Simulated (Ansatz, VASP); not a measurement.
Two plane-wave programs on Ga3Sb

The input INCAR:

```
PREC = Accurate
ENCUT = 520
EDIFF = 1E-7
ISMEAR = -1
SIGMA = 0.5
LREAL = F
LASPH = T
NELM = 100
ALGO = Fast
ISIF = 2
LWAVE = F
LCHARG = F
GGA = PS
NBANDS = 30
```

The input KPOINTS:

```
Automatic mesh
0
Gamma
  14 14 14
```

File POSCAR:

```
Ga3Sb
1.0
   -2.1587990000      2.1587990000      4.7604840000
    2.1587990000     -2.1587990000      4.7604840000
    2.1587990000      2.1587990000     -4.7604840000
Ga Sb
3 1
Direct
    0.7500000000      0.2500000000      0.5000000000
    0.2500000000      0.7500000000      0.5000000000
    0.5000000000      0.5000000000      0.0000000000
    0.0000000000      0.0000000000      0.0000000000
```

Input for Ansatz:

```yaml
crystal:
  lattice:
    - [-2.158799, 2.158799, 4.760484]
    - [2.158799, -2.158799, 4.760484]
    - [2.158799, 2.158799, -4.760484]
  atoms:
    - { symbol: Ga, position: [0.75, 0.25, 0.5] }
    - { symbol: Ga, position: [0.25, 0.75, 0.5] }
    - { symbol: Ga, position: [0.5, 0.5, 0.0] }
    - { symbol: Sb, position: [0.0, 0.0, 0.0] }
basis:
  ecutwfc: 420
kpoints:
  mp_grid: { grid: [14, 14, 14] }
hamiltonian:
  xc: pbesol
scf:
  occupations: { method: fermi_dirac, width: 0.5 }
output:
  forces: true
  stress: true
  eigenvalues: true
```

Alike in both runs: task single point; functional PBEsol; k mesh 14 × 14 × 14; occupations fermi-dirac, width 0.5 eV; no spin polarisation.

|  | VASP | Ansatz |
| --- | --- | --- |
| version | VASP 6.6.1 | Ansatz 0.2.0 |
| potentials or method | VASP PAW PBE potentials, release 64 (Ga_d, Sb), cutoff 520 eV | scalar-relativistic, plane waves, PAW |
| valence electrons in the cell | 44 | 54 |

```csv
,VASP,Ansatz,Ansatz less VASP
gap on the k mesh at the Fermi level (eV),none,none,-
pressure (GPa),-2.5,-2.5,0.00
```

VASP's potentials were made for PBE, not for PBEsol. A gap of «none» marks a metal or a gap that the smearing closes. The functional is the same, so the differences come from potentials, cutoffs and numerics. VASP's potentials hold 44 valence electrons a cell and Ansatz's 54, so a difference there can come from the potentials and not from the codes.

Spin-orbit coupling is off throughout.
